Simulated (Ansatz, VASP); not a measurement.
# Two plane-wave programs on GeCl2

```
Ge Cl
1.0
     3.15761    0.00000    0.00000
    -1.57881    2.73457    0.00000
     0.00000    0.00000    5.05218
Ge Cl
1 2
Cartesian
  0.0000 0.0000 0.0000
  0.0000 1.8230 1.2630
  1.5788 0.9115 3.7891
```

Alike in both runs: task relaxation of cell and atoms; functional PBE; k mesh 13 × 13 × 7; occupations fermi-dirac, width 0.08 eV; no spin polarisation.

|  | VASP | Ansatz |
| --- | --- | --- |
| version | VASP 6.6.1 | Ansatz 0.2.0 |
| potentials or method | VASP PAW PBE potentials, release 64 (Ge_d, Cl) | PAW with Ansatz's default frozen-core files, scalar-relativistic |
| plane-wave cutoff (eV) | 600 | 420 |
| valence electrons in the cell | 28 | 28 |

```csv
,VASP,Ansatz,Ansatz less VASP
relaxed volume (Å³/atom),29.82,30.45,+0.626
relaxed length of the cell vector where the two differ most in proportion (Å),6.676,6.791,+0.1156
```

Noted on VASP's run: the volume moved by over 15 % at a fixed basis, so the end points are rough.
